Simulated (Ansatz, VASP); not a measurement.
**Two plane-wave programs on PbSe2**

The input INCAR:

```
SYSTEM = PbSe2
  PREC = Accurate
  ENCUT = 500
  EDIFF = 1E-7
  ISMEAR = -1
  SIGMA = 0.03
  LREAL = .False.
  LASPH = .True.
  NELM = 120
  ALGO = Normal
  ISIF = 3
  LWAVE = .False.
  LCHARG = .False.
  GGA = PE
  IBRION = 2
  NSW = 100
  EDIFFG = -0.005
  GGA_COMPAT = .False.
  NELMIN = 4
```

Contents of KPOINTS:

```
regular mesh
0
Gamma
  9 9 9
  0 0 0
```

Contents of POSCAR:

```
PbSe2
1.0
    0.0000000000      3.2943965841      3.2943965841
    3.2943965841      0.0000000000      3.2943965841
    3.2943965841      3.2943965841      0.0000000000
Pb Se
1 2
Direct
    0.0000000000      0.0000000000      0.0000000000
    0.2500000000      0.2500000000      0.2500000000
    0.7500000000      0.7500000000      0.7500000000
```

Input for Ansatz:

```yaml
crystal:
  lattice:
    - [0.0, 3.2943965841, 3.2943965841]
    - [3.2943965841, 0.0, 3.2943965841]
    - [3.2943965841, 3.2943965841, 0.0]
  atoms:
    - { symbol: Pb, position: [0.0, 0.0, 0.0] }
    - { symbol: Se, position: [0.25, 0.25, 0.25] }
    - { symbol: Se, position: [0.75, 0.75, 0.75] }
kpoints:
  mp_grid: { grid: [9, 9, 9] }
scf:
  occupations: { method: fermi_dirac, width: 0.03 }
hamiltonian:
  xc: pbe
  pseudopotentials: { kind: paw }
output:
  forces: true
  stress: true
relax:
  f_tol: 0.005
  max_steps: 80
  cell: {}
```

Alike in both runs: task relaxation of cell and atoms; functional PBE; k mesh 9 × 9 × 9; occupations fermi-dirac, width 0.03 eV; no spin polarisation.

|  | VASP | Ansatz |
| --- | --- | --- |
| version | VASP 6.6.1 | Ansatz 0.2.0 |
| potentials or method | VASP PAW PBE potentials, release 64 (Pb_d, Se) | PAW with Ansatz's default frozen-core files, scalar-relativistic |
| plane-wave cutoff (eV) | 500 | 420 |
| valence electrons in the cell | 26 | 46 |

Ansatz gave:

- relaxed volume (Å³/atom): 30.13
- relaxed cell length with the largest relative difference (Å): 5.037

Task: Estimate VASP's values.

Result: Relaxed volume (Å³/atom): 30.17; relaxed cell length with the largest relative difference (Å): 5.040.

VASP's potentials hold 26 valence electrons a cell and Ansatz's 46, so a difference there can come from the potentials and not from the codes.

Neither program's run includes spin-orbit coupling. Noted on VASP's run: the volume moved by over 15 % at a fixed basis, so the end points are rough.
